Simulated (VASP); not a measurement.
# Mg3BeS (P-6m2) in VASP: further runs

Mg3BeS is run at these levels: PBE; tasks: relaxation of cell and atoms, single point.

All numbers are computed with VASP 6.6.1; they aren't measurements. Logs are shortened: lines on timing, memory, paths and dates and some standing lists are left out, and cuts for length are marked.

### Step 1. The cell of the first run

Symmetry: P-6m2, No. 187, hexagonal system. Conventional cell: a = 4.150 Å, b = 4.150 Å, c = 4.980 Å, α = 90.00°, β = 90.00°, γ = 120.00°. Mg (site symmetry 3m) has 5 Mg at 2.48 to 2.70 Å and 3 Be at 2.70 Å and 3 S at 2.70 Å within 3.3 Å. Within 3.2 Å of Mg (site symmetry -6m2) lie 3 Be at 2.40 Å and 2 S at 2.49 Å and 6 Mg at 2.70 Å. Within 3.2 Å of Be (site symmetry -6m2) lie 9 Mg at 2.40 to 2.70 Å. S (site symmetry -6m2) has 8 Mg at 2.49 to 2.70 Å within 3.3 Å.

The cell was built from a structure type or drawn by symmetry, and may not be a known phase.

### Step 2. Relaxation of cell and atoms, PBE

Input file INCAR:

```
SYSTEM = Mg3BeS
PREC = Accurate ; ENCUT = 600
EDIFF = 1E-6 ; ISMEAR = 0
SIGMA = 0.1 ; LREAL = .False.
LASPH = .True. ; NELM = 60
ALGO = Normal ; ISIF = 3
LWAVE = .False. ; LCHARG = .False.
GGA = PE ; IBRION = 2
NSW = 90 ; EDIFFG = -0.04
```

Input file KPOINTS:

```
regular mesh
0
Gamma
  6 6 4
  0 0 0
```

Input file POSCAR:

```
Mg3BeS
1.0
    4.1497054800      0.0000000000      0.0000000000
   -2.0748527400      3.5937503700      0.0000000000
    0.0000000000      0.0000000000      4.9804822800
Mg Be S
3 1 1
Direct
    0.6666666700      0.3333333300      0.2489190000
    0.6666666700      0.3333333300      0.7510810000
    0.0000000000      0.0000000000      0.0000000000
    0.3333333300      0.6666666700      0.0000000000
    0.0000000000      0.0000000000      0.5000000000
```

Potentials or basis: VASP PAW PBE potentials, release 64 (Mg, Be, S).

On the command line:

```sh
$ cat potpaw_PBE.64/Mg/POTCAR potpaw_PBE.64/Be/POTCAR potpaw_PBE.64/S/POTCAR > POTCAR
$ mpirun -np 1 vasp_std > vasp.out
```

OUTCAR:

```text
SYSTEM = Mg3BeS
   PREC = Accurate
   ENCUT = 600
   EDIFF = 1E-6
   ISMEAR = 0
   LREAL = .False.
   LASPH = .True.
   NELM = 60
   ISIF = 3
   GGA = PE
   IBRION = 2
   NSW = 90
   EDIFFG = -0.04

 ion  position               nearest neighbor table
   1  0.667  0.333  0.249-   2 2.48   2 2.50   4 2.70   3 2.70   4 2.70   3 2.70   3 2.70   4 2.70
                             5 2.70   5 2.70   5 2.70
   2  0.667  0.333  0.751-   1 2.48   1 2.50   3 2.70   4 2.70   4 2.70   3 2.70   3 2.70   4 2.70
                             5 2.70   5 2.70   5 2.70
   3  0.000  0.000  0.000-   4 2.40   4 2.40   4 2.40   5 2.49   5 2.49   1 2.70   2 2.70   2 2.70
                             1 2.70   2 2.70   1 2.70
   4  0.333  0.667  0.000-   3 2.40   3 2.40   3 2.40   1 2.70   2 2.70   1 2.70   2 2.70   1 2.70
                             2 2.70
   5  0.000  0.000  0.500-   3 2.49   3 2.49   1 2.70   2 2.70   1 2.70   2 2.70   1 2.70   2 2.70

  LATTYP: Found a hexagonal cell.
 ALAT       =     4.1497054800
 C/A-ratio  =     1.2002013888

  Lattice vectors:

 A1 = (   4.1497054800,   0.0000000000,   0.0000000000)
 A2 = (  -2.0748527400,   3.5937503700,   0.0000000000)
 A3 = (   0.0000000000,   0.0000000000,   4.9804822800)

Analysis of symmetry for initial positions (statically):
=====================================================================
 Subroutine PRICEL returns:
 Original cell was already a primitive cell.

 Routine SETGRP: Setting up the symmetry group for a
 hexagonal supercell.

 Subroutine GETGRP returns: Found 12 space group operations
 (whereof 12 operations were pure point group operations)
 out of a pool of 24 trial point group operations.

The static configuration has the point symmetry D_3h.

Analysis of symmetry for dynamics (positions and initial velocities):
=====================================================================
 Subroutine PRICEL returns:
 Original cell was already a primitive cell.

 Routine SETGRP: Setting up the symmetry group for a
 hexagonal supercell.

 Subroutine GETGRP returns: Found 12 space group operations
 (whereof 12 operations were pure point group operations)
 out of a pool of 24 trial point group operations.

The dynamic configuration has the point symmetry D_3h.

 Subroutine INISYM returns: Found 12 space group operations
 (whereof 12 operations are pure point group operations),
 and found     1 'primitive' translations

----------------------------------------------------------------------------------------

                                     Primitive cell

  volume of cell :      74.2740

  direct lattice vectors                    reciprocal lattice vectors
     4.149705480  0.000000000  0.000000000     0.240980958  0.139130420  0.000000000
    -2.074852740  3.593750370  0.000000000     0.000000000  0.278260841  0.000000000
     0.000000000  0.000000000  4.980482280     0.000000000  0.000000000  0.200783768

  length of vectors
     4.149705480  4.149705485  4.980482280     0.278260841  0.278260841  0.200783768

  position of ions in fractional coordinates (direct lattice)
     0.666666670  0.333333330  0.248919000
     0.666666670  0.333333330  0.751081000
     0.000000000  0.000000000  0.000000000
     0.333333330  0.666666670  0.000000000
     0.000000000  0.000000000  0.500000000

  ion indices of the primitive-cell ions
   primitive index   ion index
                 1           1
                 2           2
                 3           3
                 4           4
                 5           5

----------------------------------------------------------------------------------------

 KPOINTS: regular mesh

Automatic generation of k-mesh.
 Grid dimensions read from file:
 generate k-points for:    6    6    4

 Generating k-lattice:

  Cartesian coordinates                     Fractional coordinates (reciprocal lattice)
     0.040163493  0.023188403  0.000000000     0.166666667 -0.000000000  0.000000000
     0.000000000  0.046376807  0.000000000     0.000000000  0.166666667  0.000000000
[... 46 lines left out ...]
     AMIX_MAG =   1.60;   BMIX_MAG =  1.00
  volume/ion in A,a.u.               =      14.85       100.25
  Fermi-wavevector in a.u.,A,eV,Ry     =   0.938654  1.773798 11.987691  0.881070
  Thomas-Fermi vector in A             =   2.065887
   LORBIT       =      0    0 simple, 1 ext, 2 COOP (PROOUT), +10 PAW based schemes
   GGA     = PE    functional components
   LHFCALC =     F    Hartree Fock is set to
   AEXX    =    0.0000 exact exchange contribution
   IVDW    =     0    specifies the selected vdW correction
   LEPSILON=     F    determine dielectric tensor
   LRPA    =     F    only Hartree local field effects (RPA)
 conjugate gradient relaxation of ions
 non-spin polarized calculation
 Gauss-broadening in eV      SIGMA  =   0.10
  energy-cutoff  :      600.00
  volume of cell :       74.27
 maximum number of plane-waves:      2508
 NGX is ok and might be reduce to    36
   NGX = 17   NGY = 17   NGZ = 19

--------------------------------------- Ionic step        1  -------------------------------------------

 number of electron      14.0000000 magnetization

 Free energy of the ion-electron system (eV)
  ---------------------------------------------------
  ext. energy  EPLUGINS =         0.00000000
  ---------------------------------------------------
  free energy    TOTEN  =       -10.76889760 eV

  energy without entropy =      -10.76444744  energy(sigma->0) =      -10.76667252

 E-fermi :   5.6824     XC(G=0):  -9.8164

 val. band max:        5.6329189176   @ k =   0.1667  -0.0000   0.5000
 cond. band min:       5.7667665829   @ k =   0.5000  -0.0000   0.0000
 fundamental gap:      0.1338476653
 Fermi energy:         5.6824033146

 k-point     1 :       0.0000    0.0000    0.0000
  band No.  band energies     occupation
      1      -9.1184      2.00000
      2      -0.7936      2.00000
      3      -0.4968      2.00000
      4       1.4818      2.00000
      5       1.4818      2.00000
      6       5.4577      1.99851
      7       6.1026      0.00000
      8       6.1026      0.00000
      9       7.6120      0.00000
     10       9.3888      0.00000
     11       9.3888      0.00000
[... 388 lines left out ...]
  FREE ENERGIE OF THE ION-ELECTRON SYSTEM (eV)
  ---------------------------------------------------
  free  energy   TOTEN  =       -12.3335855438 eV

  energy  without entropy=      -12.3240120279  energy(sigma->0) =      -12.32879879

[... ionic steps 4 to 22 ...]

--------------------------------------- Ionic step       23  -------------------------------------------

 number of electron      14.0000001 magnetization

------------------------ aborting loop because EDIFF is reached ----------------------------------------

  FORCE on cell =-STRESS in cart. coord.  units (eV):
  Direction    XX          YY          ZZ          XY          YZ          ZX
  --------------------------------------------------------------------------------------
  -------------------------------------------------------------------------------------
  Total        0.1842506      0.1842506      0.1222264      0.0000000      0.0000000      0.0000000
  in kB        3.0499593      3.0499594      2.0232530      0.0000000      0.0000000      0.0000000
  external PRESSURE =       2.7077239 kB  Pullay stress =       0.0000000 kB
[... 63 lines left out ...]
  energy  without entropy=      -12.5671762767  energy(sigma->0) =      -12.57317832

--------------------------------------- Ionic step       25  -------------------------------------------

 number of electron      14.0000002 magnetization

 Free energy of the ion-electron system (eV)
  ---------------------------------------------------
  ext. energy  EPLUGINS =         0.00000000
  ---------------------------------------------------
  free energy    TOTEN  =       -12.58029072 eV

  energy without entropy =      -12.56836373  energy(sigma->0) =      -12.57432722

 E-fermi :   3.0986     XC(G=0):  -8.8345

 val. band max:        2.9992561039   @ k =   0.3333   0.1667   0.5000
 cond. band min:       3.0986714985   @ k =   0.5000  -0.0000   0.5000
 fundamental gap:      0.0994153946
 Fermi energy:         3.0985922756

 k-point     1 :       0.0000    0.0000    0.0000
  band No.  band energies     occupation
      1      -9.8918      2.00000
      2      -3.1080      2.00000
      3      -1.9500      2.00000
      4       1.0578      2.00000
      5       1.0578      2.00000
      6       2.8952      1.99599
      7       4.2557      0.00000
      8       5.4472      0.00000
      9       5.4472      0.00000
     10       7.2408      0.00000
     11       8.3283      0.00000
[... 310 lines left out ...]
  FREE ENERGIE OF THE ION-ELECTRON SYSTEM (eV)
  ---------------------------------------------------
  free  energy   TOTEN  =       -12.5802907209 eV

  energy  without entropy=      -12.5683637259  energy(sigma->0) =      -12.57432722

 reached required accuracy - stopping structural energy minimisation
```

Wall time 8.7 min (1 thread of Intel Xeon 8259CL, shared host); peak memory 0.24 GiB.

What came out:

```yaml
Free_energy: -12.5803 eV
Relaxed_volume: 19.50 Å³/atom
Relaxed_cell: a = 3.979 Å, b = 3.979 Å, c = 7.113 Å, α = 90.00°, β = 90.00°, γ = 120.00°
Space_group_after_relaxing_to_0.1_Å: P-6m2 (No. 187)
Energy_gained_by_relaxing: 362.3 meV/atom
Ionic_steps: 25
Pressure_after_relaxing: -0.1 GPa
Largest_force_after_relaxing: 0.028 eV/Å
Band_gap_on_the_k_mesh: zero (bands 7 and 8 overlap by 2.38 eV)
```

Forces on the atoms (eV/Å):
```
Mg   0.000  0.000 -0.028
Mg   0.000  0.000  0.028
Mg   0.000  0.000  0.000
Be   0.000  0.000  0.000
S    0.000  0.000  0.000
```

Step by step:
| step | energy change (eV) | largest force (eV/Å) | pressure (GPa) | volume (Å³) |
| --- | --- | --- | --- | --- |
| 1 | 0.0000 | 0.1078 | 20.98 | 74.27 |
| 2 | -1.5617 | 0.1285 | -0.21 | 96.93 |
| 3 | -1.5647 | 0.1272 | -1.63 | 100.10 |
| 4 | -1.5673 | 0.1282 | -1.19 | 99.05 |
| 5 | -1.6281 | 0.0217 | -0.60 | 97.52 |
| 6 | -1.6551 | 0.2424 | 0.23 | 95.82 |
| 7 | -1.6554 | 0.2720 | 0.33 | 95.60 |
| 8 | -1.6646 | 0.1881 | 0.06 | 96.04 |
| 9 | -1.6742 | 0.0726 | -0.40 | 96.86 |
| 10 | -1.6845 | 0.0629 | -1.18 | 98.46 |
| 11 | -1.6950 | 0.4702 | -2.11 | 101.48 |
| 12 | -1.6937 | 0.1918 | -1.65 | 99.69 |
| 13 | -1.6986 | 0.3194 | -1.92 | 100.60 |
| 14 | -1.7013 | 0.3280 | -1.91 | 100.62 |
| 15 | -1.7086 | 0.3589 | -1.88 | 100.68 |
| 16 | -1.7192 | 0.4170 | -1.83 | 100.79 |
| 17 | -1.7348 | 0.4839 | -1.67 | 100.94 |
| 18 | -1.7074 | 0.8392 | -1.07 | 100.99 |
| 19 | -1.7372 | 0.5709 | -1.55 | 100.98 |
| 20 | -1.7524 | 0.5186 | -1.36 | 100.50 |
| 21 | -1.7877 | 0.3651 | -0.78 | 99.06 |
| 22 | -1.8078 | 0.0589 | 0.56 | 96.18 |
| 23 | -1.8094 | 0.1249 | 0.27 | 96.79 |
| 24 | -1.8103 | 0.0996 | 0.17 | 96.98 |
| 25 | -1.8114 | 0.0280 | -0.12 | 97.52 |

Final structure:
```
CELL_PARAMETERS angstrom
3.97891 0.00000 0.00000
-1.98945 3.44584 0.00000
0.00000 0.00000 7.11279
ATOMIC_POSITIONS crystal
Mg 0.66667 0.33333 0.28406
Mg 0.66667 0.33333 0.71594
Mg 0.00000 0.00000 0.00000
Be 0.33333 0.66667 0.00000
S 0.00000 0.00000 0.50000
```

Levels at points of the mesh, in eV from the Fermi level:
```csv
k point,band 3,band 4,band 5,band 6,band 7,band 8,band 9,band 10,band 11
"(0.00, 0.00, 0.00)",-5.05,-2.04,-2.04,-0.20,1.16,2.35,2.35,4.14,5.23
"(0.50, 0.00, 0.00)",-3.61,-3.38,-3.11,-2.69,-0.65,0.92,2.11,2.32,3.71
"(0.00, 0.00, 0.50)",-3.21,-2.63,-2.04,-2.04,2.02,2.36,2.36,5.07,5.07
"(0.50, 0.00, 0.50)",-4.35,-3.65,-2.67,-1.95,0.00,0.74,1.04,2.95,2.96
```

Caveat: the volume moved by over 15 % at a fixed basis, so the end points are rough.

### Step 3. Single point, PBE

This run uses another cell than the first one, of 19.51 Å³/atom.

Input file INCAR:

```
SYSTEM = Mg3BeS
  PREC = Accurate
  ENCUT = 520
  EDIFF = 1E-6
  ISMEAR = 0
  SIGMA = 0.1
  LREAL = .False.
  LASPH = .True.
  NELM = 60
  ALGO = Normal
  ISIF = 2
  LWAVE = .False.
  LCHARG = .False.
  GGA = PE
  NBANDS = 15
```

Input file KPOINTS:

```
Automatic mesh
0
Gamma
  12 12 6
  0 0 0
```

Input file POSCAR:

```
Mg3BeS
1.0
    3.9522814734      0.0000000000      0.0000000000
   -1.9761407367      3.4227761589      0.0000000000
    0.0000000000      0.0000000000      7.2111050734
Mg Be S
3 1 1
Direct
    0.6666666667      0.3333333333      0.2867623247
    0.6666666667      0.3333333333      0.7132376753
    0.0000000000      0.0000000000      0.0000000000
    0.3333333333      0.6666666667      0.0000000000
    0.0000000000      0.0000000000      0.5000000000
```

Potentials or basis: VASP PAW PBE potentials, release 64 (Mg, Be, S).

On the command line:

```sh
$ cat potpaw_PBE.64/Mg/POTCAR potpaw_PBE.64/Be/POTCAR potpaw_PBE.64/S/POTCAR > POTCAR
$ mpirun -np 1 vasp_std > vasp.out
```

It took 2.6 min on 1 thread of Intel Xeon 8259CL, shared host; peak memory 0.29 GiB.

Results (log left out):

| Quantity | Value |
| --- | --- |
| Free energy | -12.6118 eV |
| Pressure | -0.1 GPa |
| Largest force | 0.006 eV/Å |
| Band gap on the k mesh | zero (bands 7 and 8 overlap by 2.54 eV) |

Forces on the atoms (eV/Å):
```
Mg   0.000  0.000  0.006
Mg   0.000  0.000 -0.006
Mg   0.000  0.000  0.000
Be   0.000  0.000  0.000
S    0.000  0.000  0.000
```

Levels at points of the mesh, in eV from the Fermi level:
```tsv
k point	band 4	band 5	band 6	band 7	band 8	band 9	band 10	band 11
(0.00, 0.00, 0.00)	-2.01	-2.01	-0.37	1.16	2.35	2.35	3.97	5.33
(0.50, 0.00, 0.00)	-3.42	-3.17	-2.67	-0.70	0.91	1.99	2.37	3.70
(0.00, 0.00, 0.50)	-2.74	-2.00	-2.00	2.07	2.35	2.35	4.92	5.20
(0.50, 0.00, 0.50)	-3.68	-2.66	-2.04	-0.06	0.76	0.94	2.82	2.97
```

### Step 4. Relaxation of cell and atoms, PBE

This run uses another cell than the first one, of 19.52 Å³/atom.

Input file INCAR:

```
ALGO     = Normal         # electronic algorithm
EDIFF    = 1E-6           # SCF threshold, eV
EDIFFG   = -0.01          # ionic threshold
ENCUT    = 600            # plane-wave cutoff, eV
GGA      = PE             # functional
IBRION   = 2              # ionic algorithm
ISIF     = 3              # what is computed and relaxed
ISMEAR   = 0              # smearing method
LASPH    = True           # aspherical terms in the spheres
LCHARG   = False          # write CHGCAR
LREAL    = False          # projectors in reciprocal space
LWAVE    = False          # write WAVECAR
NELM     = 60             # most SCF steps
NSW      = 100            # ionic steps
PREC     = Accurate       # precision mode
SIGMA    = 0.1            # smearing width, eV
```

Input file KPOINTS:

```
k-points
0
Gamma
  12 12 6
```

Input file POSCAR:

```
Mg3BeS
1.0
    3.9903795819      0.0000000000      0.0000000000
   -1.9951897910      3.4557700887      0.0000000000
    0.0000000000      0.0000000000      7.0793263821
Mg Be S
3 1 1
Direct
    0.6666666667      0.3333333333      0.2834809422
    0.6666666667      0.3333333333      0.7165190578
    0.0000000000      0.0000000000      0.0000000000
    0.3333333333      0.6666666667      0.0000000000
    0.0000000000      0.0000000000      0.5000000000
```

On the command line:

```sh
$ cat potpaw_PBE.64/Mg/POTCAR potpaw_PBE.64/Be/POTCAR potpaw_PBE.64/S/POTCAR > POTCAR
$ mpirun -np 1 vasp_std > vasp.out
```

It took 9.1 min on 1 thread of Intel Xeon 8259CL, shared host; peak memory 0.34 GiB.

Results (log left out):

- Free energy: -12.6123 eV
- Relaxed volume: 19.47 Å³/atom
- Relaxed cell: a = 3.950 Å, b = 3.950 Å, c = 7.202 Å, α = 90.00°, β = 90.00°, γ = 120.00°
- Space group after relaxing (to 0.1 Å): P-6m2 (No. 187)
- Energy gained by relaxing: 2.4 meV/atom
- Ionic steps: 10
- Pressure after relaxing: 0.0 GPa
- Largest force after relaxing: 0.005 eV/Å
- Band gap on the k mesh: zero (bands 7 and 8 overlap by 2.54 eV)

Forces on the atoms (eV/Å):
```
Mg   0.000  0.000  0.005
Mg   0.000  0.000 -0.005
Mg   0.000  0.000  0.000
Be   0.000  0.000  0.000
S    0.000  0.000  0.000
```

Step by step:
```tsv
step	energy change (eV)	largest force (eV/Å)	pressure (GPa)	volume (Å³)
1	0.0000	0.0849	-0.33	97.62
2	-0.0069	0.0902	0.00	97.05
3	-0.0096	0.0933	0.33	96.48
4	-0.0096	0.0935	0.36	96.41
5	-0.0115	0.0577	0.15	96.98
6	-0.0120	0.0266	-0.05	97.47
7	-0.0120	0.0286	-0.06	97.44
8	-0.0119	0.0433	0.03	97.21
9	-0.0120	0.0301	-0.05	97.42
10	-0.0121	0.0051	-0.01	97.34
```

Final structure:
```
Mg Be S
1.0
     3.95039    0.00000    0.00000
    -1.97519    3.42114    0.00000
     0.00000    0.00000    7.20213
Mg Be S
3 1 1
Direct
  0.66667 0.33333 0.28669
  0.66667 0.33333 0.71331
  0.00000 0.00000 0.00000
  0.33333 0.66667 0.00000
  0.00000 0.00000 0.50000
```

Levels at points of the mesh, in eV from the Fermi level:
| k point | band 3 | band 4 | band 5 | band 6 | band 7 | band 8 | band 9 | band 10 | band 11 |
| --- | --- | --- | --- | --- | --- | --- | --- | --- | --- |
| (0.00, 0.00, 0.00) | -5.10 | -2.01 | -2.01 | -0.37 | 1.17 | 2.35 | 2.35 | 3.98 | 5.33 |
| (0.50, 0.00, 0.00) | -3.62 | -3.42 | -3.18 | -2.68 | -0.70 | 0.91 | 2.00 | 2.37 | 3.71 |
| (0.00, 0.00, 0.50) | -3.33 | -2.74 | -2.01 | -2.01 | 2.08 | 2.35 | 2.35 | 4.94 | 5.20 |
| (0.50, 0.00, 0.50) | -4.35 | -3.68 | -2.66 | -2.04 | -0.06 | 0.75 | 0.94 | 2.83 | 2.96 |

### Step 5. Overview

| task | cell | k mesh | cutoff (eV) | gap on the mesh (eV) | pressure (GPa) | relaxed volume (Å³/atom) | largest force (eV/Å) |
| --- | --- | --- | --- | --- | --- | --- | --- |
| relaxation of cell and atoms | relaxed from a = 4.150, b = 4.150, c = 4.980 Å, angles 90.0, 90.0, 120.0°, 5 atoms, atomic positions A | 6 × 6 × 4 | 600 | none | -0.1 | 19.50 | 0.03 |
| single point | a = 3.952, b = 3.952, c = 7.211 Å, angles 90.0, 90.0, 120.0°, 5 atoms, atomic positions B | 12 × 12 × 6 | 520 | none | -0.1 | - | 0.01 |
| relaxation of cell and atoms | relaxed from a = 3.990, b = 3.990, c = 7.079 Å, angles 90.0, 90.0, 120.0°, 5 atoms, atomic positions C | 12 × 12 × 6 | 600 | none | 0.0 | 19.47 | 0.01 |

Alike in all rows: level PBE; potentials or basis VASP PAW PBE potentials, release 64 (Mg, Be, S); no spin polarisation; smearing gaussian 0.1 eV.

Caveats: the volume moved by over 15 % at a fixed basis, so the end points are rough (at least some runs).

Absolute energies hang on the potentials; compare differences alone.
